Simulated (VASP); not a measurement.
A run of VASP 6.6.1 is set up as follows.

Contents of INCAR:

```
ALGO = Normal
EDIFF = 1E-8
ENCUT = 520
GGA = PE
ISIF = 2
ISMEAR = -1
ISPIN = 2
LASPH = T
LCHARG = F
LEFG = T
LMAXMIX = 6
LORBIT = 11
LREAL = F
LWAVE = F
MAGMOM = 7 0
NBANDS = 22
NELM = 150
PREC = Accurate
SIGMA = 0.05
```

The input KPOINTS:

```
k-points
0
Gamma
  11 11 11
```

POSCAR

```
GdN
1.0
    0.0000000000      2.4995000000      2.4995000000
    2.4995000000      0.0000000000      2.4995000000
    2.4995000000      2.4995000000      0.0000000000
Gd N
1 1
Direct
    0.0000000000      0.0000000000      0.0000000000
    0.5000000000      0.5000000000      0.5000000000
```

Potentials or basis: VASP PAW PBE potentials, release 64 (Gd, N).

Run with:

```console
$ cat potpaw_PBE.64/Gd/POTCAR potpaw_PBE.64/N/POTCAR > POTCAR
$ mpirun -np 1 vasp_std > vasp.out
```

Q: What does it give for the site moments?

A: Gd +6.80; N -0.09 μB.

Q: What does it give for the pressure?

A: -1.3 GPa.

Caveat: a cell with one magnetic atom can't hold antiferromagnetic order, which such compounds often take. The state reached can hang on the start; a lower one may exist.
